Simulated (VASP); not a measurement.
A run of VASP 6.6.1:

INCAR

```
SYSTEM = HfN
ALGO = Normal
DIPOL = 0.5 0.5 0.419
EDIFF = 1E-6
ENCUT = 520
GGA = PE
IDIPOL = 3
ISIF = 2
ISMEAR = 0
IVDW = 12
LASPH = .TRUE.
LCHARG = .TRUE.
LDIPOL = .TRUE.
LELF = .TRUE.
LREAL = Auto
LVACPOTAV = .TRUE.
LVHAR = .TRUE.
LWAVE = .FALSE.
NBANDS = 108
NELM = 80
PREC = Accurate
SIGMA = 0.1
```

KPOINTS

```
k-points
0
G
  3 3 1
  0 0 0
```

The input POSCAR:

```
HfN
1.0
    6.3878118675      0.0000000000      0.0000000000
    0.0000000000      6.3878118675      0.0000000000
    0.0000000000      0.0000000000     24.4071650885
Hf N
12 12
Direct
    0.2500000000      0.2500000000      0.3277726017
    0.2500000000      0.7500000000      0.3277726017
    0.7500000000      0.2500000000      0.3277726017
    0.7500000000      0.7500000000      0.3277726017
    0.4992290782      0.5005138970      0.4194107789
    0.4992354145     -0.0004671680      0.4194109755
    0.0007056756      0.5007168582      0.4195915467
    0.0007044164     -0.0006709991      0.4195938007
    0.7489103486      0.7500120495      0.5062894462
    0.7496655506      0.2500576007      0.5072163167
    0.2503881068      0.7500298607      0.5078880122
    0.2502965817      0.2500612902      0.5067859398
    0.5000000000      0.5000000000      0.3277726017
    0.5000000000      0.0000000000      0.3277726017
    0.0000000000      0.5000000000      0.3277726017
    0.0000000000      0.0000000000      0.3277726017
    0.7499401153      0.7500221987      0.4169091836
    0.7500873393      0.2500218737      0.4174188412
    0.2500389327      0.7500212703      0.4167178577
    0.2498300415      0.2500209483      0.4171063155
   -0.0004287904      0.0000243956      0.5159799015
   -0.0004284662      0.5000613987      0.5159845311
    0.5002515473      0.0004365332      0.5153045170
    0.5002440395      0.4996475314      0.5153188939
```

Potentials or basis: VASP PAW PBE potentials, release 64 (Hf_pv, N).

Launch:

```sh
$ cat potpaw_PBE.64/Hf_pv/POTCAR potpaw_PBE.64/N/POTCAR > POTCAR
$ mpirun -np 1 vasp_std > vasp.out
```

Hardware: 1 thread of Intel Xeon 8259CL (shared host).

Task: How long does it take, and how much memory?

Result: It took 54 min on 1 thread of Intel Xeon 8259CL, with other jobs on the host, peak memory 1 GiB. Counts: scf iterations 34, k points 5.
